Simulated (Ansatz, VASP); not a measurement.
ZnS in VASP and in Ansatz

```
Zn S
1.0
     3.63489   -0.21117   -0.09657
    -2.00033    3.31222   -0.06255
    -0.15798   -0.20936    6.48257
Zn S
2 2
Cartesian
  -0.1319 2.1274 -0.0838
  1.6682 0.8365 3.1599
  -0.1963 2.0974 2.4321
  1.6495 0.7703 5.6477
```

Change from the starting cell: all atoms moved at random (sigma 0.03 Å a component), cell strained at random (sigma 0.05).

Alike in both runs: task single point; functional r2SCAN; k mesh 6 × 6 × 4; occupations gaussian, width 0.05 eV; no spin polarisation.

|  | VASP | Ansatz |
| --- | --- | --- |
| version | VASP 6.6.1 | Ansatz 0.2.0 |
| potentials or method | VASP PAW PBE potentials, release 64 (Zn, S), cutoff 520 eV | scalar-relativistic, plane waves, PAW |
| valence electrons in the cell | 36 | 36 |

VASP gave:

* gap on the k mesh at the Fermi level (eV): 2.41
* least direct gap on the mesh (eV): 2.41
* pressure (GPa): 7.7
* traceless stress, the component that is largest in VASP (GPa): -10.59
* rms of the force components (eV/Å): 1.340

Problem. Which values does Ansatz return?

Solution. gap on the k mesh at the Fermi level (eV): 2.41; least direct gap on the mesh (eV): 2.41; pressure (GPa): 7.6; traceless stress, the component that is largest in VASP (GPa): -10.52; rms of the force components (eV/Å): 1.325.

VASP's potentials were made for PBE, not for r2SCAN. Atom by atom the forces differ by 0.016 eV/Å (rms over components).
